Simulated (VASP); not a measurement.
A run of VASP 6.6.1 is set up as follows.

The input INCAR:

```
SYSTEM = Gd
PREC = Accurate
ENCUT = 520
EDIFF = 1E-6
ISMEAR = -1
SIGMA = 0.05
LREAL = .FALSE.
LASPH = .TRUE.
NELM = 150
ALGO = Normal
ISIF = 2
LWAVE = .FALSE.
LCHARG = .FALSE.
ISPIN = 2
MAGMOM = 7
LORBIT = 11
LMAXMIX = 6
GGA = PE
NBANDS = 19
```

KPOINTS

```
Automatic mesh
0
G
  9 9 9
  0 0 0
```

POSCAR

```
Gd
1.0
   -2.0114089865      2.0114089865      2.0114089865
    2.0114089865     -2.0114089865      2.0114089865
    2.0114089865      2.0114089865     -2.0114089865
Gd
1
Direct
    0.0000000000      0.0000000000      0.0000000000
```

Potentials or basis: VASP PAW PBE potentials, release 64 (Gd).

Launch:

```sh
$ cat potpaw_PBE.64/Gd/POTCAR > POTCAR
$ mpirun -np 1 vasp_std > vasp.out
```

(1) Estimate the site moments.

(2) Estimate the net moment.

Answers

(1) Gd +7.00 μB.

(2) 7.59 μB per cell.
